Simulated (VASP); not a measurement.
The system is Li3Zn2.

```xyz
5
Lattice="2.8534 -2.9660 0.0000 2.8534 2.9660 0.0000 0.0000 0.0000 4.3737" Properties=species:S:1:pos:R:3 pbc="T T T"
Li    2.8534    1.9287    2.1869
Li    2.8534   -1.9287    2.1869
Li    2.8534    0.0000    2.1869
Zn    4.4557    0.0000    0.0000
Zn    1.2510    0.0000    0.0000
```

```yaml
Program: VASP 6.6.1
Task: relaxation of cell and atoms
Functional: PBE
Potentials_or_basis: VASP PAW PBE potentials, release 64 (Li_sv, Zn)
Cutoff: 600 eV
k_mesh: 4 × 4 × 4
Occupations: gaussian, width 0.1 eV
Spin: no spin polarisation
```

At the start: pressure 2.7 GPa; volume 14.81 Å³/atom.

Problem. Where does the relaxation end?

Solution. Over 10 steps the energy falls by 155.1 meV/atom and the volume is 17.21 Å³/atom (+16.2 %); space group Cmmm (No. 65, to 0.05 Å).

Step by step:
| step | energy change (eV) | largest force (eV/Å) | pressure (GPa) | volume (Å³) |
| --- | --- | --- | --- | --- |
| 1 | 0.0000 | 0.5201 | 2.69 | 74.03 |
| 2 | -0.3194 | 0.4396 | 2.06 | 76.62 |
| 3 | -0.7439 | 0.1224 | 0.87 | 83.25 |
| 4 | -0.7524 | 0.0581 | 0.62 | 84.49 |
| 5 | -0.7529 | 0.0667 | 0.64 | 84.31 |
| 6 | -0.7529 | 0.0762 | 0.68 | 84.13 |
| 7 | -0.7666 | 0.0805 | 0.11 | 85.67 |
| 8 | -0.7705 | 0.0759 | -0.40 | 87.04 |
| 9 | -0.7744 | 0.0568 | -0.24 | 86.45 |
| 10 | -0.7755 | 0.0368 | -0.14 | 86.03 |

Final structure:
```
Li Zn
1.0
     2.64078   -3.68918    0.00000
     2.64078    3.68918    0.00000
     0.00000    0.00000    4.41536
Li Zn
3 2
Direct
  0.16956 0.83044 0.50000
  0.83044 0.16956 0.50000
  0.50000 0.50000 0.50000
  0.75604 0.75604 0.00000
  0.24396 0.24396 0.00000
```

Caveat: the k points lie up to 0.37 Å⁻¹ apart in the final cell; the cutoff is under 1.25 times the usual one of these potentials, so pressure, stress and relaxed cells hold a basis-set (Pulay) error; the volume moved by over 15 % at a fixed basis, so the end points are rough.
